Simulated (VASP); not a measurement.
A run of VASP 6.6.1:

Contents of INCAR:

```
SYSTEM = GaP
PREC     = Accurate       ! precision mode
ENCUT    = 520            ! plane-wave cutoff, eV
EDIFF    = 1E-7           ! SCF threshold, eV
ISMEAR   = 0              ! smearing method
SIGMA    = 0.01           ! smearing width, eV
LREAL    = .False.        ! projectors in reciprocal space
LASPH    = .True.         ! aspherical terms in the spheres
NELM     = 100            ! most SCF steps
ALGO     = Normal         ! electronic algorithm
ISIF     = 2              ! what is computed and relaxed
LWAVE    = .False.        ! write WAVECAR
LCHARG   = .False.        ! write CHGCAR
NBANDS   = 16             ! bands
```

File KPOINTS:

```
Automatic mesh
0
Gamma
  8 8 8
  0 0 0
```

File POSCAR:

```
GaP
1.0
    2.6687301894      2.6687301894      0.0000000000
   -2.6687301894      2.6687301894      0.0000000000
    0.0000000000      2.6687301894      2.7118611824
Ga P
1 1
Direct
    0.0000000000      0.0000000000      0.0000000000
    0.7500000000      0.2500000000      0.5000000000
```

Potentials or basis: VASP PAW LDA potentials, release 64 (Ga_d, P).

The run is started by

```console
$ cat potpaw_LDA.64/Ga_d/POTCAR potpaw_LDA.64/P/POTCAR > POTCAR
$ mpirun -np 1 vasp_std > vasp.out
```

Hardware: 1 thread of AMD EPYC 7R43 64-Core Processor (Zen 3), with other jobs on the host.

Task: How long does it take, and how much memory?

Result: Wall time 40 s on 1 thread of AMD EPYC 7R43 64-Core Processor (Zen 3), on a shared host, peak memory 0.12 GiB. Counts: scf iterations 13, k points 59.
